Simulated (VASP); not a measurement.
Set up this calculation in VASP 6.6.1, as the native input.

```yaml
Task: single point
Functional: PBEsol
Dispersion: D3(BJ)
Potentials_or_basis: VASP PAW PBE potentials, release 64 (Al, N)
Cutoff: 520 eV
k_mesh: 10 × 10 × 10
Occupations: gaussian, width 0.01 eV
Spin: no spin polarisation
Dipole_correction: no
Further_INCAR_settings: ALGO = Normal; EDIFF = 1e-06; NBANDS = 11
```

The structure of AlN lies in POSCAR:

```
AlN
1.0
    0.0000000000      2.1780376771      2.1780376771
    2.1780376771      0.0000000000      2.1780376771
    2.1780376771      2.1780376771      0.0000000000
Al N
1 1
Direct
    0.0000000000      0.0000000000      0.0000000000
    0.7500000000      0.7500000000      0.7500000000
```

These files were run (other wordings do the same):

INCAR

```
PREC = Accurate
ENCUT = 520
EDIFF = 1E-6
ISMEAR = 0
SIGMA = 0.01
LREAL = False
LASPH = True
NELM = 100
ALGO = Normal
ISIF = 2
LWAVE = False
LCHARG = False
GGA = PS
IVDW = 12
NBANDS = 11
```

KPOINTS

```
regular mesh
0
Gamma
  10 10 10
```

Potentials or basis: VASP PAW PBE potentials, release 64 (Al, N).

Run with:

```console
$ cat potpaw_PBE.64/Al/POTCAR potpaw_PBE.64/N/POTCAR > POTCAR
$ mpirun -np 1 vasp_std > vasp.out
```

Results of the run:

```
Pressure                   : -0.5 GPa
Band gap on the k mesh     : 3.19 eV, indirect (least direct gap 4.21 eV)
Dispersion energy per atom : -0.228 eV
```

Caveat: three body term missing; the PAW data sets were made with another functional, which shifts forces and pressure a little.

It took 3.4 s on 1 thread of Intel(R) Xeon(R) 6975P-C (Granite Rapids) (shared host), peak memory 0.14 GiB.
